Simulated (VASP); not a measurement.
AlN: single point with PBE

Crystal: AlN.

```xyz
4
Lattice="3.1110 0.0000 0.0000 -1.5555 2.6942 0.0000 0.0000 0.0000 4.9810" Properties=species:S:1:pos:R:3 pbc="T T T"
Al    0.0000    1.7961    0.0003
Al    1.5555    0.8981    2.4908
N     0.0000    1.7961    1.9025
N     1.5555    0.8981    4.3930
```

* Program: VASP 6.6.1
* Task: single point
* Functional: PBE
* Potentials or basis: VASP PAW PBE potentials, release 64 (Al, N)
* Cutoff: 520 eV
* k mesh: 8 × 8 × 5
* Occupations: gaussian, width 0.05 eV
* Spin: no spin polarisation

```json
{
  "Pressure": "3.7 GPa",
  "Band gap on the k mesh": "4.21 eV, direct"
}
```

Levels at points of the mesh, in eV from the valence-band top:
| k point | band 5 | band 6 | band 7 | band 8 | band 9 | band 10 | band 11 | band 12 |
| --- | --- | --- | --- | --- | --- | --- | --- | --- |
| (0.00, 0.00, 0.00) | -0.87 | -0.22 | -0.22 | 0.00 | 4.21 | 6.66 | 10.62 | 11.15 |
| (0.50, 0.00, 0.00) | -3.35 | -2.10 | -1.78 | -0.70 | 5.81 | 5.81 | 8.18 | 10.28 |

It took 10 s on 1 thread of AMD EPYC 9R45 96-Core Processor (Zen 5), on a shared host, peak memory 0.13 GiB.
